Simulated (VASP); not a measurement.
## Al2Cu: single point with PBEsol

Crystal: Al2Cu.

```
CELL_PARAMETERS angstrom
-2.87665 2.87665 2.51035
2.87665 -2.87665 2.51035
2.87665 2.87665 -2.51035
ATOMIC_POSITIONS crystal
Al 0.15932 0.65932 0.81864
Al 0.65932 0.84068 0.50000
Al 0.84068 0.34068 0.18136
Al 0.34068 0.15932 0.50000
Cu 0.75000 0.75000 0.00000
Cu 0.25000 0.25000 0.00000
```

| Item | Value |
| --- | --- |
| Program | VASP 6.6.1 |
| Task | single point |
| Functional | PBEsol |
| Potentials or basis | VASP PAW PBE potentials, release 64 (Al, Cu) |
| Cutoff | 520 eV |
| k mesh | 10 × 10 × 10 |
| Occupations | gaussian, width 0.15 eV |
| Spin | no spin polarisation |
| Dipole correction | no |
| Further INCAR settings | ALGO = Fast; EDIFF = 1e-07; NBANDS = 26 |

```yaml
Pressure: 6.0 GPa
Largest_force: 0.270 eV/Å
Band_gap_on_the_k_mesh: zero (bands 17 and 18 overlap by 3.76 eV)
```

Forces in eV/Å, atoms in the order of the input:
```
Al   0.191  0.191  0.000
Al  -0.191  0.191  0.000
Al  -0.191 -0.191  0.000
Al   0.191 -0.191  0.000
Cu   0.000  0.000  0.000
Cu   0.000  0.000  0.000
```

Stress tensor (GPa, compression positive):
```
 9.40  0.00  0.00
 0.00  9.40  0.00
 0.00  0.00 -0.76
```

Levels at points of the mesh, in eV from the Fermi level:
| k point | band 15 | band 16 | band 17 | band 18 | band 19 | band 20 |
| --- | --- | --- | --- | --- | --- | --- |
| (0.00, 0.00, 0.00) | -1.61 | -1.55 | -1.55 | -1.24 | -0.01 | 0.07 |
| (0.50, 0.00, 0.00) | -2.68 | -2.68 | 0.50 | 0.50 | 3.40 | 3.40 |
| (0.50, 0.50, 0.00) | -1.59 | -1.16 | -1.12 | -0.57 | 1.39 | 1.95 |
| (0.50, 0.50, 0.50) | -3.41 | -2.23 | 2.31 | 2.91 | 2.91 | 3.72 |

Run time: 5.8 min on 1 thread of AMD EPYC 7R13 Processor (Zen 3), with other jobs on the host, peak memory 0.3 GiB.

Caveat: the cell stands under pressure; the PAW data sets were made with another functional, which shifts forces and pressure a little.
